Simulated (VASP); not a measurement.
# TiAl (P-6m2) in VASP: a series of runs

TiAl is run at these levels: PBEsol; tasks: single point.

Everything below comes from runs of VASP 6.6.1. Logs are shortened: lines on timing, memory, paths and dates and some standing lists are left out, and cuts for length are marked.

### Step 1. The cell of the first run

It takes space group P-6m2 (No. 187, hexagonal). The conventional cell has a = 2.990 Å, b = 2.990 Å, c = 4.620 Å, α = 90.00°, β = 90.00°, γ = 120.00°. Ti (site symmetry -6m2) has 6 Al at 2.88 Å and 6 Ti at 2.99 Å within 3.8 Å. Within 3.8 Å of Al (site symmetry -6m2) lie 6 Ti at 2.88 Å and 6 Al at 2.99 Å.

### Step 2. Single point, PBEsol (strain +0.0500 x Voigt [1, 1, 0, 0, 0, 0])

INCAR

```
SYSTEM = TiAl
PREC = Accurate
ENCUT = 500
EDIFF = 1E-6
ISMEAR = 0
SIGMA = 0.15
LREAL = .FALSE.
LASPH = .TRUE.
NELM = 120
ALGO = Normal
ISIF = 2
LWAVE = .FALSE.
LCHARG = .FALSE.
GGA = PS
NBANDS = 14
GGA_COMPAT = .FALSE.
```

KPOINTS

```
regular mesh
0
G
  24 24 14
  0 0 0
```

POSCAR

```
TiAl
1.0
    2.9902123485      0.0000000000      0.0000000000
   -1.4951061742      2.5895998565      0.0000000000
    0.0000000000      0.0000000000      4.6199447408
Ti Al
1 1
Direct
    0.0000000000      0.0000000000      0.0000000000
    0.3333333333      0.6666666667      0.5000000000
```

Potentials or basis: VASP PAW PBE potentials, release 64 (Ti_sv, Al).

Command:

```console
$ cat potpaw_PBE.64/Ti_sv/POTCAR potpaw_PBE.64/Al/POTCAR > POTCAR
$ mpirun -np 1 vasp_std > vasp.out
```

OUTCAR:

```text
SYSTEM = TiAl
   PREC = Accurate
   ENCUT = 500
   EDIFF = 1E-6
   ISMEAR = 0
   LREAL = .FALSE.
   LASPH = .TRUE.
   NELM = 120
   ISIF = 2
   GGA = PS

 ion  position               nearest neighbor table
   1  0.000  0.000  0.000-   2 2.88   2 2.88   2 2.88   2 2.88   2 2.88   2 2.88
   2  0.333  0.667  0.500-   1 2.88   1 2.88   1 2.88   1 2.88   1 2.88   1 2.88

  LATTYP: Found a hexagonal cell.
 ALAT       =     2.9902123485
 C/A-ratio  =     1.5450222935

  Lattice vectors:

 A1 = (   2.9902123485,   0.0000000000,   0.0000000000)
 A2 = (  -1.4951061742,   2.5895998565,   0.0000000000)
 A3 = (   0.0000000000,   0.0000000000,   4.6199447408)

Analysis of symmetry for initial positions (statically):
=====================================================================
 Subroutine PRICEL returns:
 Original cell was already a primitive cell.

 Routine SETGRP: Setting up the symmetry group for a
 hexagonal supercell.

 Subroutine GETGRP returns: Found 12 space group operations
 (whereof 12 operations were pure point group operations)
 out of a pool of 24 trial point group operations.

The static configuration has the point symmetry D_3h.

Analysis of symmetry for dynamics (positions and initial velocities):
=====================================================================
 Subroutine PRICEL returns:
 Original cell was already a primitive cell.

 Routine SETGRP: Setting up the symmetry group for a
 hexagonal supercell.

 Subroutine GETGRP returns: Found 12 space group operations
 (whereof 12 operations were pure point group operations)
 out of a pool of 24 trial point group operations.

The dynamic configuration has the point symmetry D_3h.

 Subroutine INISYM returns: Found 12 space group operations
 (whereof 12 operations are pure point group operations),
 and found     1 'primitive' translations

----------------------------------------------------------------------------------------

                                     Primitive cell

  volume of cell :      35.7743

  direct lattice vectors                    reciprocal lattice vectors
     2.990212349  0.000000000  0.000000000     0.334424410  0.193080023  0.000000000
    -1.495106174  2.589599857  0.000000000     0.000000000  0.386160046  0.000000000
     0.000000000  0.000000000  4.619944741     0.000000000  0.000000000  0.216452805

  length of vectors
     2.990212349  2.990212348  4.619944741     0.386160046  0.386160046  0.216452805

  position of ions in fractional coordinates (direct lattice)
     0.000000000  0.000000000  0.000000000
     0.333333333  0.666666667  0.500000000

  ion indices of the primitive-cell ions
   primitive index   ion index
                 1           1
                 2           2

----------------------------------------------------------------------------------------

 KPOINTS: regular mesh

Automatic generation of k-mesh.
 Grid dimensions read from file:
 generate k-points for:   24   24   14

 Generating k-lattice:

  Cartesian coordinates                     Fractional coordinates (reciprocal lattice)
     0.013934350  0.008045001  0.000000000     0.041666667  0.000000000  0.000000000
     0.000000000  0.016090002  0.000000000     0.000000000  0.041666667  0.000000000
     0.000000000  0.000000000  0.015460915     0.000000000  0.000000000  0.071428571

  Length of vectors
     0.016090002  0.016090002  0.015460915

  Shift w.r.t. Gamma in fractional coordinates (k-lattice)
     0.000000000  0.000000000  0.000000000

 Subroutine IBZKPT returns following result:
 ===========================================

 Found    488 irreducible k-points:

 Following reciprocal coordinates:
            Coordinates               Weight
  0.000000  0.000000  0.000000      1.000000
  0.041667 -0.000000  0.000000      6.000000
  0.083333  0.000000  0.000000      6.000000
  0.125000  0.000000  0.000000      6.000000
  0.166667  0.000000  0.000000      6.000000
  0.208333  0.000000  0.000000      6.000000
[... 16 lines left out ...]
  0.416667  0.041667  0.000000     12.000000
  0.458333  0.041667  0.000000     12.000000
 [... further k-points ...]
   k-points           NKPTS =    488   k-points in BZ     NKDIM =    488   number of bands    NBANDS=     14
   number of dos      NEDOS =    301   number of ions     NIONS =      2
   total plane-waves  NPLWV =  20736
   dimension x,y,z NGX =    24 NGY =   24 NGZ =   36
   dimension x,y,z NGXF=    48 NGYF=   48 NGZF=   72
   ions per type =               1   1
   NGX,Y,Z   is equivalent  to a cutoff of  13.34, 13.34, 12.95 a.u.
   NGXF,Y,Z  is equivalent  to a cutoff of  26.69, 26.69, 25.91 a.u.
 SYSTEM =  TiAl
   PREC   = accura    normal or accurate (medium, high low for compatibility)
   ISTART =      0    job   : 0-new  1-cont  2-samecut
   ICHARG =      2    charge: 1-file 2-atom 10-const
   ISPIN  =      1    spin polarized calculation?
   LNONCOLLINEAR =      F non collinear calculations
   LSORBIT =      F    spin-orbit coupling
   LASPH  =      T    aspherical Exc in radial PAW
   ENCUT  =  500.0 eV  36.75 Ry    6.06 a.u.   5.45  5.45  8.42*2*pi/ulx,y,z
   NELM   =    120;   NELMIN=  2; NELMDL= -5     # of ELM steps
   EDIFF  = 0.1E-05   stopping-criterion for ELM
   LREAL  =      F    real-space projection
   EDIFFG = 0.1E-04   stopping-criterion for IOM
   NSW    =      0    number of steps for IOM
   IBRION =     -1    ionic relax: 0-MD 1-quasi-New 2-CG
   NFREE  =      0    steps in history (QN), initial steepest desc. (CG)
   ISIF   =      2    stress and relaxation
   ISYM   =      2    0-nonsym 1-usesym 2-fastsym
   POTIM  = 0.5000    time-step for ionic-motion
   TEBEG  =    0.0;   TEEND  =   0.0 temperature during run
   PSTRESS=    0.0 pullay stress
   NELECT =      15.0000    total number of electrons
   NUPDOWN=      -1.0000    fix difference up-down
   EMIN   =  10.00;   EMAX   =-10.00  energy-range for DOS
   EFERMI =   0.00;   METHOD = LEGACY
   ISMEAR =     0;   SIGMA  =   0.15  broadening in eV -4-tet -1-fermi 0-gaus
   EFERMI_NEDOS =   21; number of points for ismear=-14 and -15
   IALGO  =     38    algorithm
   IMIX   =      4    mixing-type and parameters
     AMIX     =   0.40;   BMIX     =  1.00
     AMIX_MAG =   1.60;   BMIX_MAG =  1.00
  volume/ion in A,a.u.               =      17.89       120.71
  Fermi-wavevector in a.u.,A,eV,Ry     =   1.225316  2.315511 20.427777  1.501399
  Thomas-Fermi vector in A             =   2.360358
   LORBIT       =      0    0 simple, 1 ext, 2 COOP (PROOUT), +10 PAW based schemes
   GGA     = PS    functional components
   LHFCALC =     F    Hartree Fock is set to
   AEXX    =    0.0000 exact exchange contribution
   IVDW    =     0    specifies the selected vdW correction
   LEPSILON=     F    determine dielectric tensor
   LRPA    =     F    only Hartree local field effects (RPA)
 non-spin polarized calculation
 Gauss-broadening in eV      SIGMA  =   0.15
  energy-cutoff  :      500.00
  volume of cell :       35.77
 maximum number of plane-waves:       936
 NGX is ok and might be reduce to    24
   NGX = 11   NGY = 11   NGZ = 17

 number of electron      15.0000008 magnetization

 Free energy of the ion-electron system (eV)
  ---------------------------------------------------
  ext. energy  EPLUGINS =         0.00000000
  ---------------------------------------------------
  free energy    TOTEN  =       -12.83784958 eV

  energy without entropy =      -12.80450132  energy(sigma->0) =      -12.82117545

 E-fermi :   7.0320     XC(G=0): -10.7328

 val. band max:        7.0307113466   @ k =   0.0833   0.0417   0.4286
 cond. band min:       7.0321062705   @ k =   0.3333   0.3333   0.4286
 fundamental gap:      0.0013949239
 Fermi energy:         7.0320010411

 k-point     1 :       0.0000    0.0000    0.0000
  band No.  band energies     occupation
      1     -49.4500      2.00000
      2     -25.8586      2.00000
      3     -25.5442      2.00000
      4     -25.5442      2.00000
      5      -1.4419      2.00000
      6       5.0331      2.00000
      7       5.6747      2.00000
      8       8.1714      0.00000
      9       8.1714      0.00000
     10       9.4008      0.00000
     11       9.4008      0.00000
     12      11.1638      0.00000
     13      18.6889      0.00000
     14      18.6889      0.00000

 k-point     2 :       0.0417   -0.0000    0.0000
  band No.  band energies     occupation
      1     -49.4490      2.00000
      2     -25.8575      2.00000
      3     -25.5510      2.00000
      4     -25.5458      2.00000
      5      -1.4022      2.00000
      6       5.0736      2.00000
      7       5.6748      2.00000
      8       8.1343      0.00000
      9       8.2015      0.00000
     10       9.3904      0.00000
     11       9.4198      0.00000
     12      11.1700      0.00000
     13      17.9531      0.00000
     14      18.2339      0.00000

 k-point     3 :       0.0833    0.0000    0.0000
  band No.  band energies     occupation
      1     -49.4461      2.00000
      2     -25.8545      2.00000
      3     -25.5709      2.00000
      4     -25.5504      2.00000
      5      -1.2832      2.00000
      6       5.1925      2.00000
      7       5.6750      2.00000
      8       8.0278      0.00000
      9       8.2909      0.00000
     10       9.3601      0.00000
     11       9.4766      0.00000
     12      11.1879      0.00000
     13      16.7481      0.00000
     14      17.5784      0.00000
[... 324 lines left out ...]
 k-point    23 :       0.4167    0.0417    0.0000
  band No.  band energies     occupation
      1     -49.3939      2.00000
      2     -25.9167      2.00000
      3     -25.7995      2.00000
      4     -25.6358      2.00000
      5       2.6334      2.00000
      6       4.9877      2.00000
      7       5.7205      2.00000
      8       6.3188      2.00000
      9       8.7768      0.00000
     10      10.2285      0.00000
     11      10.7528      0.00000
     12      11.1839      0.00000
     13      12.2080      0.00000
     14      13.6869      0.00000

 k-point    24 :       0.4583    0.0417    0.0000
  band No.  band energies     occupation
      1     -49.3919      2.00000
      2     -25.9293      2.00000
      3     -25.7974      2.00000
      4     -25.6390      2.00000
      5       3.2796      2.00000
      6       4.3350      2.00000
      7       5.7239      2.00000
      8       6.2593      2.00000
      9       8.7554      0.00000
     10      10.3491      0.00000
     11      10.8139      0.00000
     12      11.3075      0.00000
     13      12.3427      0.00000
     14      13.6011      0.00000

 [... further k-points ...]
[... 5 lines left out ...]
  --------------------------------------------------------------------------------------
  -------------------------------------------------------------------------------------
  Total       -2.1654583     -2.1654583     -1.3731349     -0.0000000      0.0000000      0.0000000
  in kB      -96.9815085    -96.9815085    -61.4967689     -0.0000000      0.0000000      0.0000000
  external PRESSURE =     -85.1532620 kB  Pullay stress =       0.0000000 kB

 VOLUME and BASIS-vectors are now :
 -----------------------------------------------------------------------------
  energy-cutoff  :      500.00
  volume of cell :       35.77
      direct lattice vectors                 reciprocal lattice vectors
     2.990212349  0.000000000  0.000000000     0.334424410  0.193080023  0.000000000
    -1.495106174  2.589599857  0.000000000     0.000000000  0.386160046  0.000000000
     0.000000000  0.000000000  4.619944741     0.000000000  0.000000000  0.216452805

 POSITION                                       TOTAL-FORCE (eV/Angst)
 -----------------------------------------------------------------------------------
      0.00000      0.00000      0.00000         0.000000      0.000000      0.000000
     -0.00000      1.72640      2.30997        -0.000000      0.000000      0.000000
 -----------------------------------------------------------------------------------
    total drift:                                0.000000     -0.000000      0.000000

  FREE ENERGIE OF THE ION-ELECTRON SYSTEM (eV)
  ---------------------------------------------------
  free  energy   TOTEN  =       -12.8378495848 eV

  energy  without entropy=      -12.8045013243  energy(sigma->0) =      -12.82117545
```

It took 75 s on 1 thread of Intel Xeon 6975P-C (Granite Rapids), shared host; peak memory 0.35 GiB.

Results:

| Quantity | Value |
| --- | --- |
| Free energy | -12.8378 eV |
| Pressure | -8.5 GPa |
| Band gap on the k mesh | zero (an odd number of electrons rules out a gap without spin polarisation) |

Stress tensor (GPa, compression positive):
```
-9.70  0.00  0.00
 0.00 -9.70  0.00
 0.00  0.00 -6.15
```

Levels at points of the mesh, in eV from the Fermi level:
```csv
k point,band 6,band 7,band 8,band 9,band 10,band 11
"(0.00, 0.00, 0.00)",-2.00,-1.36,1.14,1.14,2.37,2.37
"(0.50, 0.00, 0.00)",-2.88,-1.33,-0.79,1.80,3.43,3.79
"(0.00, 0.00, 0.50)",-5.00,-0.12,1.16,1.16,2.27,2.27
"(0.50, 0.00, 0.50)",-2.25,-1.68,0.35,0.96,1.54,3.03
```

Caveat: the cell differs from its parent crystal (strain +0.0500 x Voigt [1, 1, 0, 0, 0, 0]); the cell stands under tension; the PAW data sets were made with another functional, which shifts forces and pressure a little.

### Step 3. Single point, PBEsol (strain +0.0750 x Voigt [1, 1, 0, 0, 0, 0])

INCAR

```
SYSTEM = TiAl
  ALGO = Normal
  EDIFF = 1E-6
  ENCUT = 500
  GGA = PS
  GGA_COMPAT = .FALSE.
  ISIF = 2
  ISMEAR = 0
  LASPH = .TRUE.
  LCHARG = .FALSE.
  LREAL = .FALSE.
  LWAVE = .FALSE.
  NBANDS = 14
  NELM = 120
  PREC = Accurate
  SIGMA = 0.15
```

KPOINTS

```
k-points
0
G
  24 24 14
  0 0 0
```

POSCAR

```
TiAl
1.0
    3.0614078806      0.0000000000      0.0000000000
   -1.5307039403      2.6512569960      0.0000000000
    0.0000000000      0.0000000000      4.6199447408
Ti Al
1 1
Direct
    0.0000000000      0.0000000000      0.0000000000
    0.3333333333      0.6666666667      0.5000000000
```

Potentials or basis: VASP PAW PBE potentials, release 64 (Ti_sv, Al).

Command:

```console
$ cat potpaw_PBE.64/Ti_sv/POTCAR potpaw_PBE.64/Al/POTCAR > POTCAR
$ mpirun -np 1 vasp_std > vasp.out
```

Run time: 69 s. Hardware: 1 thread of Intel Xeon 6975P-C (Granite Rapids), shared host; peak memory 0.37 GiB.

The run converged. Its results:

```yaml
Free_energy: -12.7153 eV
Pressure: -11.5 GPa
Band_gap_on_the_k_mesh: zero (an odd number of electrons rules out a gap without spin polarisation)
```

Stress tensor (GPa, compression positive):
```
-13.00   0.00   0.00
  0.00 -13.00   0.00
  0.00   0.00  -8.49
```

Levels at points of the mesh, in eV from the Fermi level:
```tsv
k point	band 4	band 5	band 6	band 7	band 8	band 9	band 10	band 11	band 12	band 13
(0.00, 0.00, 0.00)	-32.74	-8.23	-1.85	-1.17	1.05	1.05	2.16	2.16	4.12	10.94
(0.50, 0.00, 0.00)	-32.81	-3.59	-2.88	-1.22	-0.71	1.64	3.14	3.58	4.17	5.12
(0.00, 0.00, 0.50)	-32.74	-7.24	-4.85	0.00	1.08	1.08	2.05	2.05	7.57	10.89
(0.50, 0.00, 0.50)	-32.81	-3.49	-2.17	-1.62	0.26	0.94	1.36	2.98	3.15	5.45
```

Caveat: the cell differs from its parent crystal (strain +0.0750 x Voigt [1, 1, 0, 0, 0, 0]); the cell stands under tension; the PAW data sets were made with another functional, which shifts forces and pressure a little.

### Step 4. Single point, PBEsol (strain +0.0875 x Voigt [1, 1, 0, 0, 0, 0])

INCAR

```
PREC = Accurate
ENCUT = 500
EDIFF = 1E-6
ISMEAR = 0
SIGMA = 0.15
LREAL = False
LASPH = True
NELM = 120
ALGO = Normal
ISIF = 2
LWAVE = False
LCHARG = True
GGA = PS
LELF = True
LVHAR = True
NBANDS = 14
GGA_COMPAT = False
```

KPOINTS

```
regular mesh
0
Gamma
  24 24 14
```

POSCAR

```
TiAl
1.0
    3.0970056466      0.0000000000      0.0000000000
   -1.5485028233      2.6820855657      0.0000000000
    0.0000000000      0.0000000000      4.6199447408
Ti Al
1 1
Direct
    0.0000000000      0.0000000000      0.0000000000
    0.3333333333      0.6666666667      0.5000000000
```

Command:

```console
$ cat potpaw_PBE.64/Ti_sv/POTCAR potpaw_PBE.64/Al/POTCAR > POTCAR
$ mpirun -np 1 vasp_std > vasp.out
```

It took 76 s on 1 thread of Intel Xeon 6975P-C (Granite Rapids), shared host; peak memory 0.36 GiB.

It converged, with:

```
Free energy            : -12.6406 eV
Pressure               : -12.7 GPa
Band gap on the k mesh : zero (an odd number of electrons rules out a gap without spin polarisation)
```

Stress tensor (GPa, compression positive):
```
-14.35   0.00   0.00
  0.00 -14.35   0.00
  0.00   0.00  -9.48
```

Levels at points of the mesh, in eV from the Fermi level:
| k point | band 6 | band 7 | band 8 | band 9 | band 10 | band 11 |
| --- | --- | --- | --- | --- | --- | --- |
| (0.00, 0.00, 0.00) | -1.78 | -1.07 | 1.01 | 1.01 | 2.06 | 2.06 |
| (0.50, 0.00, 0.00) | -2.88 | -1.17 | -0.67 | 1.57 | 3.01 | 3.47 |
| (0.00, 0.00, 0.50) | -4.78 | 0.05 | 1.04 | 1.04 | 1.95 | 1.95 |
| (0.50, 0.00, 0.50) | -2.13 | -1.59 | 0.22 | 0.93 | 1.28 | 2.95 |

Caveat: the cell differs from its parent crystal (strain +0.0875 x Voigt [1, 1, 0, 0, 0, 0]); the cell stands under tension; the PAW data sets were made with another functional, which shifts forces and pressure a little.

### Step 5. Single point, PBEsol (strain +0.1000 x Voigt [1, 1, 0, 0, 0, 0])

INCAR

```
SYSTEM = TiAl
  PREC = Accurate
  ENCUT = 500
  EDIFF = 1E-6
  ISMEAR = 0
  SIGMA = 0.15
  LREAL = .False.
  LASPH = .True.
  NELM = 120
  ALGO = Normal
  ISIF = 2
  LWAVE = .False.
  LCHARG = .True.
  GGA = PS
  LELF = .True.
  LVHAR = .True.
  NBANDS = 14
  GGA_COMPAT = .False.
```

KPOINTS

```
regular mesh
0
Gamma
  24 24 14
  0 0 0
```

POSCAR

```
TiAl
1.0
    3.1326034127      0.0000000000      0.0000000000
   -1.5663017063      2.7129141354      0.0000000000
    0.0000000000      0.0000000000      4.6199447408
Ti Al
1 1
Direct
    0.0000000000      0.0000000000      0.0000000000
    0.3333333333      0.6666666667      0.5000000000
```

Command:

```console
$ cat potpaw_PBE.64/Ti_sv/POTCAR potpaw_PBE.64/Al/POTCAR > POTCAR
$ mpirun -np 1 vasp_std > vasp.out
```

It took 4.4 min on 1 thread of Intel Xeon 8259CL, shared host; peak memory 0.37 GiB.

Results (log left out):

```
Free energy            : -12.5580 eV
Pressure               : -13.8 GPa
Band gap on the k mesh : zero (an odd number of electrons rules out a gap without spin polarisation)
```

Stress tensor (GPa, compression positive):
```
-15.53   0.00   0.00
  0.00 -15.53   0.00
  0.00   0.00 -10.35
```

Levels at points of the mesh, in eV from the Fermi level:
| k point | band 5 | band 6 | band 7 | band 8 | band 9 | band 10 | band 11 | band 12 |
| --- | --- | --- | --- | --- | --- | --- | --- | --- |
| (0.00, 0.00, 0.00) | -8.00 | -1.71 | -0.98 | 0.97 | 0.97 | 1.97 | 1.97 | 4.09 |
| (0.50, 0.00, 0.00) | -3.58 | -2.87 | -1.13 | -0.64 | 1.50 | 2.88 | 3.37 | 4.14 |
| (0.00, 0.00, 0.50) | -7.00 | -4.71 | 0.09 | 1.00 | 1.00 | 1.85 | 1.85 | 7.75 |
| (0.50, 0.00, 0.50) | -3.44 | -2.09 | -1.56 | 0.19 | 0.92 | 1.20 | 2.88 | 2.92 |

Caveat: the cell differs from its parent crystal (strain +0.1000 x Voigt [1, 1, 0, 0, 0, 0]); the cell stands under tension; the PAW data sets were made with another functional, which shifts forces and pressure a little.

### Step 6. The runs side by side

```csv
cell,gap on the mesh (eV),pressure (GPa)
"a = 2.990, b = 2.990, c = 4.620 Å, angles 90.0, 90.0, 120.0°, 2 atoms",none,-8.5
"a = 3.061, b = 3.061, c = 4.620 Å, angles 90.0, 90.0, 120.0°, 2 atoms",none,-11.5
"a = 3.097, b = 3.097, c = 4.620 Å, angles 90.0, 90.0, 120.0°, 2 atoms",none,-12.7
"a = 3.133, b = 3.133, c = 4.620 Å, angles 90.0, 90.0, 120.0°, 2 atoms",none,-13.8
```

Alike in all rows: task single point; level PBEsol; potentials or basis VASP PAW PBE potentials, release 64 (Ti_sv, Al); no spin polarisation; k mesh 24 × 24 × 14; cutoff (eV) 500; smearing gaussian 0.15 eV.

Caveats: the cell stands under tension; the PAW data sets were made with another functional, which shifts forces and pressure a little.

Total energies depend on the potentials used, so only differences within one code and one set of settings carry meaning.
